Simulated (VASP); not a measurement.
A run of VASP 6.6.1:

Contents of INCAR:

```
SYSTEM = CO2
  ALGO = Normal
  EDIFF = 1E-7
  ENCUT = 580
  GGA_COMPAT = .FALSE.
  ISIF = 2
  ISMEAR = 0
  KPAR = 4
  LASPH = .TRUE.
  LCALCEPS = .TRUE.
  LCHARG = .FALSE.
  LMIXTAU = .TRUE.
  LREAL = .FALSE.
  LWAVE = .FALSE.
  METAGGA = R2SCAN
  NELM = 120
  PREC = Accurate
  SIGMA = 0.01
```

The input KPOINTS:

```
k-points
0
G
  4 4 4
  0 0 0
```

POSCAR

```
CO2
1.0
    5.4422668343      0.0000000000      0.0000000000
    0.0000000000      5.4422668343      0.0000000000
    0.0000000000      0.0000000000      5.4422668343
C O
4 8
Direct
    0.0000000000      0.0000000000      0.0000000000
    0.5000000000      0.0000000000      0.5000000000
    0.5000000000      0.5000000000      0.0000000000
    0.0000000000      0.5000000000      0.5000000000
    0.1230864356      0.1230864356      0.1230864356
    0.3769135644      0.8769135644      0.6230864356
    0.6230864356      0.3769135644      0.8769135644
    0.8769135644      0.6230864356      0.3769135644
    0.8769135644      0.8769135644      0.8769135644
    0.6230864356      0.1230864356      0.3769135644
    0.3769135644      0.6230864356      0.1230864356
    0.1230864356      0.3769135644      0.6230864356
```

Potentials or basis: VASP PAW PBE potentials, release 64 (C, O).

Run with:

```sh
$ cat potpaw_PBE.64/C/POTCAR potpaw_PBE.64/O/POTCAR > POTCAR
$ mpirun -np 4 vasp_std > vasp.out
```

Hardware: 4 MPI ranks on Intel(R) Xeon(R) 6975P-C (Granite Rapids), on a shared host.

Question: Estimate the wall time of this run.

Answer: It took 18 min on 4 MPI ranks on Intel(R) Xeon(R) 6975P-C (Granite Rapids), with other jobs on the host, peak memory 0.94 GiB a rank. Counts: scf iterations 65, k points 11.
